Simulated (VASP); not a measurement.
Here is a VASP 6.6.1 calculation.

The input INCAR:

```
  PREC = Accurate
  ENCUT = 400
  EDIFF = 1E-6
  ISMEAR = 0
  SIGMA = 0.1
  LREAL = False
  LASPH = True
  NELM = 120
  ALGO = Normal
  ISIF = 2
  LWAVE = False
  LCHARG = False
  LDIPOL = True
  IDIPOL = 3
  DIPOL = 0.5 0.5 0.500
  GGA = PS
  NBANDS = 100
  EFIELD = 0.3
  ISYM = 0
  GGA_COMPAT = False
  NELMDL = -8
```

KPOINTS

```
regular mesh
0
Gamma
  11 5 1
```

The input POSCAR:

```
MoP
1.0
    3.2062346803      0.0000000000      0.0000000000
   -1.6031173402      6.9289602446      0.0000000000
    0.0000000000      0.0000000000     25.3879082787
Mo P
9 9
Direct
    0.7901472449      0.5802944899      0.2954162240
    0.5802944899      0.1605889798      0.3455183733
    0.3704417348      0.7408834697      0.3956205225
    0.1605889798      0.3211779595      0.4457226717
    0.9507362247      0.9014724494      0.4958248209
    0.7408834697      0.4817669393      0.5459269701
    0.5310307146      0.0620614292      0.5960291193
    0.3211779595      0.6423559191      0.6461312685
    0.1113252045      0.2226504090      0.6962334178
    0.4218384524      0.8436769049      0.3037665822
    0.2119856974      0.4239713948      0.3538687315
    0.0021329423      0.0042658846      0.4039708807
    0.7922801873      0.5845603745      0.4540730299
    0.5824274322      0.1648548644      0.5041751791
    0.3725746771      0.7451493543      0.5542773283
    0.1627219221      0.3254438442      0.6043794775
    0.9528691670      0.9057383341      0.6544816267
    0.7430164120      0.4860328240      0.7045837760
```

Potentials or basis: VASP PAW PBE potentials, release 64 (Mo_sv, P).

Launch:

```sh
$ cat potpaw_PBE.64/Mo_sv/POTCAR potpaw_PBE.64/P/POTCAR > POTCAR
$ mpirun -np 1 vasp_std > vasp.out
```

Predict the largest force.

2.460 eV/Å.

Estimate the band gap on the k mesh.

zero (an odd number of electrons rules out a gap without spin polarisation).

Forces on the atoms (eV/Å):
```
Mo  -0.004  0.629  1.975
Mo   0.000 -0.029  1.230
Mo   0.002 -0.321 -0.137
Mo  -0.002 -0.029 -0.124
Mo  -0.002 -0.029 -0.132
Mo  -0.002  0.110  0.153
Mo   0.005  0.012 -0.203
Mo  -0.004 -0.321 -0.552
Mo   0.003  1.110 -2.195
P    0.006 -0.269 -0.876
P    0.002 -0.224 -1.528
P   -0.001  0.195 -0.551
P    0.000  0.031 -0.045
P    0.000 -0.041  0.127
P    0.002  0.063  0.139
P    0.000 -0.170  0.991
P   -0.001  0.685  1.252
P   -0.002 -1.403  0.477
```

Caveat: the PAW data sets were made with another functional, which shifts forces and pressure a little.
